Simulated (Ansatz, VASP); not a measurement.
**Two plane-wave programs on AgPdCl3**

```
CELL_PARAMETERS angstrom
4.72791 0.00000 0.00000
0.00000 4.72791 0.00000
0.00000 0.00000 4.72791
ATOMIC_POSITIONS crystal
Ag 0.50000 0.50000 0.50000
Pd 0.00000 0.00000 0.00000
Cl 0.00000 0.50000 0.50000
Cl 0.50000 0.00000 0.50000
Cl 0.50000 0.50000 0.00000
```

Alike in both runs: task single point; functional PBE; k mesh 4 × 4 × 4; occupations gaussian, width 0.1 eV; no spin polarisation.

```csv
,VASP,Ansatz
version,VASP 6.6.1,Ansatz 0.2.0
potentials or method,"VASP PAW PBE potentials, release 64 (Ag, Pd, Cl), cutoff 520 eV","scalar-relativistic, plane waves, PAW"
valence electrons in the cell,42,58
```

|  | VASP | Ansatz | Ansatz less VASP |
| --- | --- | --- | --- |
| gap on the k mesh at the Fermi level (eV) | none | none | - |
| pressure (GPa) | 9.4 | 9.6 | +0.20 |

A gap of «none» marks a metal or a gap that the smearing closes. VASP's potentials hold 42 valence electrons a cell and Ansatz's 58, so a difference there can come from the potentials and not from the codes.
